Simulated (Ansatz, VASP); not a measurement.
## Two plane-wave programs on InSe2

```xyz
6
Lattice="3.8653 0.0000 0.0000 0.0000 3.8653 0.0000 0.0000 0.0000 9.8235" Properties=species:S:1:pos:R:3 pbc="T T T"
In    0.0000    1.9326    7.0380
In    1.9326    0.0000    2.7854
Se    0.0000    1.9326    3.5505
Se    1.9326    0.0000    6.2730
Se    0.0000    0.0000    0.0000
Se    1.9326    1.9326    0.0000
```

Alike in both runs: functional PBE; k mesh 6 × 6 × 4; occupations gaussian, width 0.1 eV; no spin polarisation.

Ansatz relaxed the structure, and its values are those at the end. VASP's run is a single point on that final structure, the one shown.

|  | VASP | Ansatz |
| --- | --- | --- |
| version | VASP 6.6.1 | Ansatz 0.2.0 |
| potentials or method | VASP PAW PBE potentials, release 64 (In_d, Se), cutoff 520 eV | scalar-relativistic, plane waves, PAW |
| valence electrons in the cell | 50 | 90 |

|  | VASP | Ansatz | Ansatz less VASP |
| --- | --- | --- | --- |
| gap on the k mesh at the Fermi level (eV) | none | none | - |
| pressure (GPa) | 0.0 | 0.0 | -0.02 |

A gap of «none» marks a metal or a gap that the smearing closes. VASP's potentials hold 50 valence electrons a cell and Ansatz's 90, so a difference there can come from the potentials and not from the codes.
